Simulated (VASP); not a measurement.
A run of VASP 6.6.1 is set up as follows.

Contents of INCAR:

```
SYSTEM = FeO
  ALGO = Normal
  EDIFF = 1E-6
  ENCUT = 520
  GGA = CA
  ISIF = 2
  ISMEAR = 1
  ISPIN = 2
  LASPH = .TRUE.
  LCHARG = .TRUE.
  LELF = .TRUE.
  LMAXMIX = 4
  LORBIT = 11
  LREAL = .FALSE.
  LVHAR = .TRUE.
  LWAVE = .FALSE.
  MAGMOM = 3.5 -3.5 0 0
  NBANDS = 26
  NELM = 150
  PREC = Accurate
  SIGMA = 0.1
```

KPOINTS

```
k-points
0
G
  8 8 4
  0 0 0
```

The input POSCAR:

```
FeO
1.0
    2.6281660000     -1.6021040000      0.0000000000
    2.6281660000      1.6021040000      0.0000000000
   -1.3498300000      0.0000000000      5.0800590000
Fe O
2 2
Direct
    0.5000000000      0.5000000000      0.5000000000
    0.0000000000      0.0000000000      0.0000000000
    0.7500000000      0.7500000000      0.2500000000
    0.2500000000      0.2500000000      0.7500000000
```

Potentials or basis: VASP PAW LDA potentials, release 64 (Fe, O).

Launch:

```sh
$ cat potpaw_LDA.64/Fe/POTCAR potpaw_LDA.64/O/POTCAR > POTCAR
$ mpirun -np 1 vasp_std > vasp.out
```

Q: Estimate the pressure.

A: -24.2 GPa.

Q: What does it give for the net moment?

A: 0.00 μB per cell.

Q: Estimate the site moments.

A: Fe +3.38, -3.38; O +0.00 μB.

Q: Estimate the band gap on the k mesh.

A: Zero (filled and empty bands overlap).

Stress tensor (GPa, compression positive):
```
-26.01   0.00  -0.59
  0.00 -28.07   0.00
 -0.59   0.00 -18.63
```

Caveat: the cell stands under tension; semilocal functionals often make such compounds metallic where correlation or magnetic order opens a gap, which also shifts bond lengths. With open d or f shells a metallic result of LDA can be an artefact of self-interaction; +U or a hybrid may open a gap.
